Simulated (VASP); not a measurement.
Here is a VASP 6.6.1 calculation.

Contents of INCAR:

```
  PREC = Accurate
  ENCUT = 750
  EDIFF = 1E-6
  ISMEAR = -1
  SIGMA = 0.02
  LREAL = F
  LASPH = T
  NELM = 200
  ALGO = Normal
  ISIF = 2
  LWAVE = F
  LCHARG = T
  LNONCOLLINEAR = T
  MAGMOM = 0 0 0 0 0 0 0 0 0 0 0 0 0 0 0
  LORBIT = 11
  LSORBIT = T
  GGA_COMPAT = F
  LORBMOM = T
  GGA = PE
  LVHAR = T
  NBANDS = 75
```

File KPOINTS:

```
Automatic mesh
0
Gamma
  6 6 4
```

The input POSCAR:

```
Mg3Sb2
1.0
    4.5696544430      0.0000000000      0.0000000000
   -2.2848272215      3.9574368341      0.0000000000
    0.0000000000      0.0000000000      7.2399368141
Mg Sb
3 2
Direct
    0.0000000000      0.0000000000      0.0000000000
    0.3333333333      0.6666666667      0.6336548727
    0.6666666667      0.3333333333      0.3663451273
    0.3333333333      0.6666666667      0.2287526248
    0.6666666667      0.3333333333      0.7712473752
```

Potentials or basis: VASP PAW PBE potentials, release 64 (Mg_sv, Sb_d_GW).

Command:

```console
$ cat potpaw_PBE.64/Mg_sv/POTCAR potpaw_PBE.64/Sb_d_GW/POTCAR > POTCAR
$ mpirun -np 1 vasp_ncl > vasp.out
```

Question: What does it give for the net moment?

Answer: 0.00 μB per cell.

Question: Estimate the largest force.

Answer: 0.162 eV/Å.

Question: Estimate the pressure.

Answer: 0.5 GPa.

Stress tensor (GPa, compression positive):
```
0.59 0.00 0.00
0.00 0.59 0.00
0.00 0.00 0.35
```
